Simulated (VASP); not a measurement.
CoSi2: single point with PBE

CoSi2:

```
Co Si
1.0
     0.00000    2.67800    2.67800
     2.67800    0.00000    2.67800
     2.67800    2.67800    0.00000
Co Si
1 2
Direct
  0.00000 0.00000 0.00000
  0.25000 0.25000 0.25000
  0.75000 0.75000 0.75000
```

```
Program                : VASP 6.6.1
Task                   : single point
Functional             : PBE
Potentials or basis    : VASP PAW PBE potentials, release 64 (Co, Si)
Cutoff                 : 520 eV
k mesh                 : 11 × 11 × 11
Occupations            : fermi-dirac, width 0.05 eV
Spin                   : collinear spin, ferromagnetic start
Starting moments       : [0.97, 0.14, 0.14] μB
Fixed moment           : 1.5 μB
Dipole correction      : no
Further INCAR settings : ALGO = Normal; EDIFF = 1e-06; NBANDS = 20
```

- Pressure: 9.6 GPa
- Net moment: 1.50 μB per cell
- Site moments: Co +0.96; Si +0.12 μB
- Valence electrons inside the program's atomic spheres: Co 8.82; Si 1.61

Wall time 87 s on 1 thread of Intel Xeon 8259CL (shared host), peak memory 0.21 GiB.

Caveat: the cell stands under pressure; the total moment is fixed, so each spin has its own Fermi level and the state may be an excited one.
